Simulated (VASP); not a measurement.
Input of a VASP 6.6.1 run:

Contents of POSCAR:

```
CuO
1.0
    2.3573593924     -1.7226334429      0.0000000000
    2.3573593924      1.7226334429      0.0000000000
   -0.8556569116      0.0000000000      5.0913661947
Cu O
2 2
Direct
    0.5000000000      0.0000000000      0.5000000000
    0.0000000000      0.5000000000      0.0000000000
    0.4184000000      0.5816000000      0.7500000000
    0.5816000000      0.4184000000      0.2500000000
```

Contents of INCAR.step1:

```
SYSTEM = CuO
PREC = Accurate
ENCUT = 520
ISMEAR = -1
SIGMA = 0.05
LREAL = .False.
LASPH = .True.
NELM = 60
NBANDS = 25
GGA = PE
ALGO = Normal
EDIFF = 1E-4
LWAVE = .True.
LCHARG = .False.
```

Contents of INCAR.step2:

```
SYSTEM = CuO
PREC = Accurate
ENCUT = 520
EDIFF = 1E-6
ISMEAR = -1
SIGMA = 0.05
LREAL = .False.
LASPH = .True.
NELM = 60
ALGO = Normal
ISIF = 2
LWAVE = .False.
LCHARG = .False.
METAGGA = R2SCAN
LMIXTAU = .True.
NBANDS = 25
ISTART = 1
```

Contents of KPOINTS:

```
Automatic mesh
0
Gamma
  10 10 5
  0 0 0
```

Potentials or basis: VASP PAW PBE potentials, release 64 (Cu, O).

Launch:

```console
$ cat potpaw_PBE.64/Cu/POTCAR potpaw_PBE.64/O/POTCAR > POTCAR
$ cp INCAR.step1 INCAR
$ mpirun -np 1 vasp_std > vasp.out
$ cp INCAR.step2 INCAR
$ mpirun -np 1 vasp_std > vasp.out
```

**Question.** Predict the pressure.

**Answer.** -3.8 GPa.

**Question.** Predict the largest force.

**Answer.** 0.304 eV/Å.

**Question.** Estimate the band gap on the k mesh.

**Answer.** Zero (bands 17 and 18 overlap by 0.59 eV).

Stress tensor (GPa, compression positive):
```
-4.30  0.00 -0.19
 0.00 -1.55  0.00
-0.19  0.00 -5.58
```

Caveat: the cell stands under tension; the PAW data sets were made with another functional, which shifts forces and pressure a little; semilocal functionals often make such compounds metallic where correlation or magnetic order opens a gap, which also shifts bond lengths. With open d or f shells a metallic result of r2SCAN can be an artefact of self-interaction; +U or a hybrid may open a gap.
